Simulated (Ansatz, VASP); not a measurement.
TaN: VASP beside Ansatz

File POSCAR:

```
TaN
1.0
    2.9182812851      0.0000000000      0.0000000000
   -1.4591406425      2.5273057282      0.0000000000
    0.0000000000      0.0000000000      2.8636504237
Ta N
1 1
Direct
    0.0000000000      0.0000000000      0.5000000000
    0.6666666667      0.3333333333      0.0000000000
```

The input INCAR.step1:

```
SYSTEM = TaN
ALGO     = Normal         ! electronic algorithm
EDIFF    = 1E-5           ! SCF threshold, eV
ENCUT    = 520            ! plane-wave cutoff, eV
GGA      = PE             ! functional
ISIF     = 2              ! what is computed and relaxed
ISMEAR   = -1             ! smearing method
LASPH    = .True.         ! aspherical terms in the spheres
LREAL    = .False.        ! projectors in reciprocal space
LWAVE    = .True.         ! write WAVECAR
NBANDS   = 15             ! bands
NELM     = 60             ! most SCF steps
PREC     = Accurate       ! precision mode
SIGMA    = 0.05           ! smearing width, eV
```

The input INCAR.step2:

```
SYSTEM = TaN
AEXX     = 0.25           ! exact-exchange fraction
ALGO     = Normal         ! electronic algorithm
EDIFF    = 1E-6           ! SCF threshold, eV
ENCUT    = 520            ! plane-wave cutoff, eV
GGA      = PE             ! functional
ISIF     = 2              ! what is computed and relaxed
ISMEAR   = -1             ! smearing method
ISTART   = 1            
LASPH    = .True.         ! aspherical terms in the spheres
LCHARG   = .True.         ! write CHGCAR
LELF     = .True.         ! ELF
LHFCALC  = .True.         ! exact exchange
LREAL    = .False.        ! projectors in reciprocal space
LVHAR    = .True.       
LWAVE    = .False.        ! write WAVECAR
NBANDS   = 15             ! bands
NELM     = 60             ! most SCF steps
PREC     = Accurate       ! precision mode
PRECFOCK = Normal       
SIGMA    = 0.05           ! smearing width, eV
```

File KPOINTS:

```
k-points
0
Gamma
  6 6 6
  0 0 0
```

File input:

```
crystal:
  lattice:
    - [2.9182812851, 0.0, 0.0]
    - [-1.4591406425, 2.5273057282, 0.0]
    - [0.0, 0.0, 2.8636504237]
  atoms:
    - { symbol: Ta, position: [0.0, 0.0, 0.5] }
    - { symbol: "N", position: [0.6666666667, 0.3333333333, 0.0] }
hamiltonian:
  xc: pbe0
  pseudopotentials: { kind: paw }
kpoints:
  mp_grid: { grid: [6, 6, 6] }
scf:
  occupations: { method: fermi_dirac, width: 0.05 }
output:
  forces: true
  stress: true
  eigenvalues: true
```

Alike in both runs: task single point; functional PBE0; k mesh 6 × 6 × 6; occupations fermi-dirac, width 0.05 eV; no spin polarisation.

|  | VASP | Ansatz |
| --- | --- | --- |
| version | VASP 6.6.1 | Ansatz 0.2.0 |
| potentials or method | VASP PAW PBE potentials, release 64 (Ta_pv, N) | Ansatz PAW |
| plane-wave cutoff (eV) | 520 | 420 |
| valence electrons in the cell | 16 | 18 |

|  | VASP | Ansatz | Ansatz less VASP |
| --- | --- | --- | --- |
| gap on the k mesh at the Fermi level (eV) | none | none | - |
| pressure (GPa) | 3.6 | 4.3 | +0.74 |
| traceless stress, the component that is largest in VASP (GPa) | 0.64 | 0.63 | -0.009 |

A gap of «none» marks a metal or a gap that the smearing closes. With one functional, cell and mesh, what is left measures potentials, basis and numerics. VASP's potentials hold 16 valence electrons a cell and Ansatz's 18, so a difference there can come from the potentials and not from the codes.

The k mesh is coarse, so the values compare programs but aren't converged. Neither program's run includes spin-orbit coupling.
